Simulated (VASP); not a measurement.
Pt: relaxation of cell and atoms with PBE

Pt:

```
Pt
1.0
     5.04262    0.00000    0.00000
     0.00000    5.04262    0.00000
     0.00000    0.00000    5.04262
Pt
8
Direct
  0.50000 0.50000 0.50000
  0.00000 0.00000 0.00000
  0.25000 0.00000 0.50000
  0.50000 0.25000 0.00000
  0.50000 0.75000 0.00000
  0.75000 0.00000 0.50000
  0.00000 0.50000 0.75000
  0.00000 0.50000 0.25000
```

```yaml
Program: VASP 6.6.1
Task: relaxation of cell and atoms
Functional: PBE
Potentials_or_basis: VASP PAW PBE potentials, release 64 (Pt)
Cutoff: 600 eV
k_mesh: 8 × 8 × 8
Occupations: gaussian, width 0.1 eV
Spin: no spin polarisation
Dipole_correction: no
Further_INCAR_settings: ALGO = Fast; EDIFF = 1e-06; IBRION = 2; EDIFFG = -0.01; NSW = 100; ISIF = 3
```

```yaml
Relaxed_volume: 16.20 Å³/atom
Relaxed_cell: a = 5.060 Å, b = 5.060 Å, c = 5.060 Å, α = 90.00°, β = 90.00°, γ = 90.00°
Space_group_after_relaxing_to_0.1_Å: Pm-3n (No. 223)
Energy_gained_by_relaxing: 1.2 meV/atom
Ionic_steps: 3
Pressure_after_relaxing: 0.0 GPa
Band_gap_on_the_k_mesh: zero (bands 40 and 41 overlap by 0.41 eV)
```

Step by step:
| step | energy change (eV) | largest force (eV/Å) | pressure (GPa) | volume (Å³) |
| --- | --- | --- | --- | --- |
| 1 | 0.0000 | 0.0000 | 2.42 | 128.22 |
| 2 | 0.0437 | 0.0000 | -5.21 | 132.76 |
| 3 | -0.0099 | 0.0000 | -0.03 | 129.56 |

Final structure:
```yaml
crystal:
  lattice:
    - [5.06012, 0.00000, 0.00000]
    - [0.00000, 5.06012, 0.00000]
    - [0.00000, 0.00000, 5.06012]
  atoms:
    - { symbol: Pt, position: [0.50000, 0.50000, 0.50000] }
    - { symbol: Pt, position: [0.00000, 0.00000, 0.00000] }
    - { symbol: Pt, position: [0.25000, 0.00000, 0.50000] }
    - { symbol: Pt, position: [0.50000, 0.25000, 0.00000] }
    - { symbol: Pt, position: [0.50000, 0.75000, 0.00000] }
    - { symbol: Pt, position: [0.75000, 0.00000, 0.50000] }
    - { symbol: Pt, position: [0.00000, 0.50000, 0.75000] }
    - { symbol: Pt, position: [0.00000, 0.50000, 0.25000] }
```

Levels at points of the mesh, in eV from the Fermi level:
```csv
k point,band 37,band 38,band 39,band 40,band 41,band 42,band 43,band 44
"(0.00, 0.00, 0.00)",-0.17,-0.17,0.20,0.20,0.20,2.35,2.35,2.35
"(0.50, 0.00, 0.00)",-0.57,-0.57,0.17,0.17,0.62,0.62,2.59,2.59
"(0.50, 0.50, 0.00)",-0.50,-0.41,-0.19,-0.19,0.14,0.18,0.18,0.80
"(0.50, 0.50, 0.50)",-0.39,-0.39,-0.39,-0.39,0.53,0.53,0.53,0.53
```

It took 3.9 min on 1 thread of Intel(R) Xeon(R) 6975P-C (Granite Rapids), on a shared host, peak memory 0.36 GiB.

Caveat: spin-orbit coupling is left out, which moves the levels of the heavy elements.
